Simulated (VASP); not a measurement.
# O2 in VASP: single point with PBE

Aim: the single point of O2 with PBE.

All numbers are computed with VASP 6.6.1; they aren't measurements. Logs are shortened: lines on timing, memory, paths and dates and some standing lists are left out, and cuts for length are marked.

## (1) The cell of the first run

The cell holds a molecule in a box, 2 atoms: a = 9.000 Å, b = 9.500 Å, c = 10.000 Å, α = 90.00°, β = 90.00°, γ = 90.00°.

## (2) Single point, PBE, collinear spin, ferromagnetic start

INCAR reads:

```
PREC = Accurate ; ENCUT = 1000
EDIFF = 1E-6 ; ISMEAR = -1
SIGMA = 0.05 ; LREAL = F
LASPH = T ; NELM = 200
ALGO = Normal ; ISIF = 2
LWAVE = F ; LCHARG = F
ISPIN = 2 ; MAGMOM = 1 1
LORBIT = 11 ; GGA = PE
NBANDS = 17 ; GGA_COMPAT = F
NELMDL = -8
```

KPOINTS reads:

```
regular mesh
0
Gamma
  1 1 1
```

POSCAR reads:

```
O
1.0
    9.0000000000      0.0000000000      0.0000000000
    0.0000000000      9.5000000000      0.0000000000
    0.0000000000      0.0000000000     10.0000000000
O
2
Direct
    0.5000000000      0.5000000000      0.4391082951
    0.5000000000      0.5000000000      0.5608917049
```

Potentials or basis: VASP PAW PBE potentials, release 64 (O_h).

Launch:

```console
$ cat potpaw_PBE.64/O_h/POTCAR > POTCAR
$ mpirun -np 1 vasp_gam > vasp.out
```

OUTCAR:

```text
PREC = Accurate
   ENCUT = 1000
   EDIFF = 1E-6
   ISMEAR = -1
   LREAL = F
   LASPH = T
   NELM = 200
   ISIF = 2
   ISPIN = 2
   LORBIT = 11
   GGA = PE
   NELMDL = -8

 ion  position               nearest neighbor table
   1  0.500  0.500  0.439-   2 1.22
   2  0.500  0.500  0.561-   1 1.22

  LATTYP: Found a simple orthorhombic cell.
 ALAT       =     9.0000000000
 B/A-ratio  =     1.0555555556
 C/A-ratio  =     1.1111111111

  Lattice vectors:

 A1 = (   9.0000000000,   0.0000000000,   0.0000000000)
 A2 = (   0.0000000000,   9.5000000000,   0.0000000000)
 A3 = (   0.0000000000,   0.0000000000,  10.0000000000)

Analysis of symmetry for initial positions (statically):
=====================================================================
 Subroutine PRICEL returns:
 Original cell was already a primitive cell.

 Routine SETGRP: Setting up the symmetry group for a
 simple orthorhombic supercell.

 Subroutine GETGRP returns: Found  8 space group operations
 (whereof  8 operations were pure point group operations)
 out of a pool of  8 trial point group operations.

The static configuration has the point symmetry D_2h.

Analysis of symmetry for dynamics (positions and initial velocities):
=====================================================================
 Subroutine PRICEL returns:
 Original cell was already a primitive cell.

 Routine SETGRP: Setting up the symmetry group for a
 simple orthorhombic supercell.

 Subroutine GETGRP returns: Found  8 space group operations
 (whereof  8 operations were pure point group operations)
 out of a pool of  8 trial point group operations.

The dynamic configuration has the point symmetry D_2h.

Analysis of structural, dynamic, and magnetic symmetry:
=====================================================================
 Subroutine PRICEL returns:
 Original cell was already a primitive cell.

 Routine SETGRP: Setting up the symmetry group for a
 simple orthorhombic supercell.

 Subroutine GETGRP returns: Found  8 space group operations
 (whereof  8 operations were pure point group operations)
 out of a pool of  8 trial point group operations.

The overall configuration has the point symmetry D_2h.

 Subroutine INISYM returns: Found  8 space group operations
 (whereof  8 operations are pure point group operations),
 and found     1 'primitive' translations

----------------------------------------------------------------------------------------

                                     Primitive cell

  volume of cell :     855.0000

  direct lattice vectors                    reciprocal lattice vectors
     9.000000000  0.000000000  0.000000000     0.111111111  0.000000000  0.000000000
     0.000000000  9.500000000  0.000000000     0.000000000  0.105263158  0.000000000
     0.000000000  0.000000000 10.000000000     0.000000000  0.000000000  0.100000000

  length of vectors
     9.000000000  9.500000000 10.000000000     0.111111111  0.105263158  0.100000000

  position of ions in fractional coordinates (direct lattice)
     0.500000000  0.500000000  0.439108295
     0.500000000  0.500000000  0.560891705

  ion indices of the primitive-cell ions
   primitive index   ion index
                 1           1
                 2           2

----------------------------------------------------------------------------------------

 KPOINTS: regular mesh

Automatic generation of k-mesh.
 Grid dimensions read from file:
 generate k-points for:    1    1    1

 Generating k-lattice:

  Cartesian coordinates                     Fractional coordinates (reciprocal lattice)
     0.111111111  0.000000000  0.000000000     1.000000000  0.000000000  0.000000000
     0.000000000  0.105263158  0.000000000     0.000000000  1.000000000  0.000000000
     0.000000000  0.000000000  0.100000000     0.000000000  0.000000000  1.000000000

  Length of vectors
     0.111111111  0.105263158  0.100000000

  Shift w.r.t. Gamma in fractional coordinates (k-lattice)
     0.000000000  0.000000000  0.000000000

 Subroutine IBZKPT returns following result:
 ===========================================

 Found      1 irreducible k-points:

 Following reciprocal coordinates:
            Coordinates               Weight
  0.000000  0.000000  0.000000      1.000000
   k-points           NKPTS =      1   k-points in BZ     NKDIM =      1   number of bands    NBANDS=     17
   number of dos      NEDOS =    301   number of ions     NIONS =      2
   total plane-waves  NPLWV = ******
   dimension x,y,z NGX =    96 NGY =   98 NGZ =  108
   dimension x,y,z NGXF=   192 NGYF=  196 NGZF=  216
   ions per type =               2
   NGX,Y,Z   is equivalent  to a cutoff of  17.73, 17.15, 17.95 a.u.
   NGXF,Y,Z  is equivalent  to a cutoff of  35.47, 34.30, 35.91 a.u.
 SYSTEM =  unknown system
   PREC   = accura    normal or accurate (medium, high low for compatibility)
   ISTART =      0    job   : 0-new  1-cont  2-samecut
   ICHARG =      2    charge: 1-file 2-atom 10-const
   ISPIN  =      2    spin polarized calculation?
   LNONCOLLINEAR =      F non collinear calculations
   LSORBIT =      F    spin-orbit coupling
   LASPH  =      T    aspherical Exc in radial PAW
   ENCUT  = 1000.0 eV  73.50 Ry    8.57 a.u.  23.21 24.50 25.78*2*pi/ulx,y,z
   NELM   =    200;   NELMIN=  2; NELMDL= -8     # of ELM steps
   EDIFF  = 0.1E-05   stopping-criterion for ELM
   LREAL  =      F    real-space projection
[... 7 lines left out ...]
   TEBEG  =    0.0;   TEEND  =   0.0 temperature during run
   PSTRESS=    0.0 pullay stress
   NELECT =      12.0000    total number of electrons
   NUPDOWN=      -1.0000    fix difference up-down
   EMIN   =  10.00;   EMAX   =-10.00  energy-range for DOS
   EFERMI =   0.00;   METHOD = LEGACY
   ISMEAR =    -1;   SIGMA  =   0.05  broadening in eV -4-tet -1-fermi 0-gaus
   EFERMI_NEDOS =   21; number of points for ismear=-14 and -15
   IALGO  =     38    algorithm
   IMIX   =      4    mixing-type and parameters
     AMIX     =   0.40;   BMIX     =  1.00
     AMIX_MAG =   1.60;   BMIX_MAG =  1.00
  volume/ion in A,a.u.               =     427.50      2884.91
  Fermi-wavevector in a.u.,A,eV,Ry     =   0.394893  0.746240  2.121703  0.155941
  Thomas-Fermi vector in A             =   1.339966
   LORBIT       =     11    0 simple, 1 ext, 2 COOP (PROOUT), +10 PAW based schemes
   GGA     = PE    functional components
   LHFCALC =     F    Hartree Fock is set to
   AEXX    =    0.0000 exact exchange contribution
   IVDW    =     0    specifies the selected vdW correction
   LEPSILON=     F    determine dielectric tensor
   LRPA    =     F    only Hartree local field effects (RPA)
 spin polarized calculation
  energy-cutoff  :     1000.00
  volume of cell :      855.00
 maximum number of plane-waves:     30729
 NGX is ok and might be reduce to    96
   NGX = 47   NGY = 49   NGZ = 51

 number of electron      11.9999996 magnetization       1.9999996

 Free energy of the ion-electron system (eV)
  ---------------------------------------------------
  ext. energy  EPLUGINS =         0.00000000
  ---------------------------------------------------
  free energy    TOTEN  =       -10.04942818 eV

  energy without entropy =      -10.04942818  energy(sigma->0) =      -10.04942818

 E-fermi :  -5.5398     XC(G=0):  -0.6406

 val. band max:       -6.7088687191   @ k =   0.0000   0.0000   0.0000
 cond. band min:      -4.3918354265   @ k =   0.0000   0.0000   0.0000
 fundamental gap:      2.3170332926
 Fermi energy:        -5.5397685662

 spin component 1

 k-point     1 :       0.0000    0.0000    0.0000
  band No.  band energies     occupation
      1     -32.5635      1.00000
      2     -20.4339      1.00000
      3     -13.3349      1.00000
      4     -13.2722      1.00000
      5     -13.2721      1.00000
      6      -6.7089      1.00000
      7      -6.7089      1.00000
      8      -0.2997      0.00000
      9       0.8884      0.00000
     10       1.2569      0.00000
     11       1.2638      0.00000
     12       1.4129      0.00000
     13       1.5464      0.00000
     14       1.7244      0.00000
     15       2.4665      0.00000
     16       2.7846      0.00000
     17       2.8779      0.00000
 Fermi energy:        -5.5397685662

 spin component 2

 k-point     1 :       0.0000    0.0000    0.0000
  band No.  band energies     occupation
      1     -31.3766      1.00000
      2     -18.6369      1.00000
      3     -12.4417      1.00000
      4     -11.4053      1.00000
      5     -11.4052      1.00000
      6      -4.3918      0.00000
      7      -4.3918      0.00000
      8      -0.1799      0.00000
      9       1.1340      0.00000
     10       1.3301      0.00000
     11       1.3997      0.00000
     12       1.5670      0.00000
     13       1.6114      0.00000
     14       1.7945      0.00000
     15       2.6963      0.00000
     16       2.9613      0.00000
     17       2.9778      0.00000

------------------------ aborting loop because EDIFF is reached ----------------------------------------

  FORCE on cell =-STRESS in cart. coord.  units (eV):
  Direction    XX          YY          ZZ          XY          YZ          ZX
  --------------------------------------------------------------------------------------
  -------------------------------------------------------------------------------------
  Total       -0.0081230     -0.0064820      0.0870282      0.0000000      0.0000000      0.0000000
  in kB       -0.0152217     -0.0121466      0.1630814      0.0000000      0.0000000      0.0000000
  external PRESSURE =       0.0452377 kB  Pullay stress =       0.0000000 kB

 VOLUME and BASIS-vectors are now :
 -----------------------------------------------------------------------------
  energy-cutoff  :     1000.00
  volume of cell :      855.00
      direct lattice vectors                 reciprocal lattice vectors
     9.000000000  0.000000000  0.000000000     0.111111111  0.000000000  0.000000000
     0.000000000  9.500000000  0.000000000     0.000000000  0.105263158  0.000000000
     0.000000000  0.000000000 10.000000000     0.000000000  0.000000000  0.100000000

 POSITION                                       TOTAL-FORCE (eV/Angst)
 -----------------------------------------------------------------------------------
      4.50000      4.75000      4.39108         0.000000     -0.000000     -0.078444
      4.50000      4.75000      5.60892         0.000000      0.000000      0.078444
 -----------------------------------------------------------------------------------
    total drift:                                0.000000      0.000000     -0.000000

  FREE ENERGIE OF THE ION-ELECTRON SYSTEM (eV)
  ---------------------------------------------------
  free  energy   TOTEN  =       -10.0494281801 eV

  energy  without entropy=      -10.0494281797  energy(sigma->0) =      -10.04942818

 total charge

# of ion       s       p       d       tot
------------------------------------------
    1        1.089   2.218   0.000   3.308
    2        1.089   2.218   0.000   3.308
--------------------------------------------------
tot          2.178   4.437   0.000   6.615

 magnetization (x)

# of ion       s       p       d       tot
------------------------------------------
    1        0.013   0.607   0.000   0.621
    2        0.013   0.607   0.000   0.621
--------------------------------------------------
tot          0.027   1.214   0.000   1.241
```

Run time: 4.6 min. Hardware: 1 thread of Intel Xeon Platinum 8488C (Sapphire Rapids), shared host; peak memory 2.2 GiB.

What came out:

| Quantity | Value |
| --- | --- |
| Free energy | -10.0494 eV |
| Largest force | 0.078 eV/Å |
| Gap between the frontier levels | 2.32 eV |
| Net moment | 2.00 μB per cell |
| Site moments | O +0.62 μB |
| Valence electrons inside the program's atomic spheres | O 3.31 |

Forces on the atoms (eV/Å):
```
O    0.000  0.000 -0.078
O    0.000  0.000  0.078
```

Levels at points of the mesh, in eV from the valence-band top:
Spin up:
| k point | band 4 | band 5 | band 6 | band 7 | band 8 | band 9 | band 10 | band 11 |
| --- | --- | --- | --- | --- | --- | --- | --- | --- |
| (0.00, 0.00, 0.00) | -6.56 | -6.56 | 0.00 | 0.00 | 6.41 | 7.60 | 7.97 | 7.97 |
Spin down:
```tsv
k point	band 1	band 2	band 3	band 4	band 5	band 6	band 7	band 8	band 9	band 10
(0.00, 0.00, 0.00)	-24.67	-11.93	-5.73	-4.70	-4.70	2.32	2.32	6.53	7.84	8.04
```
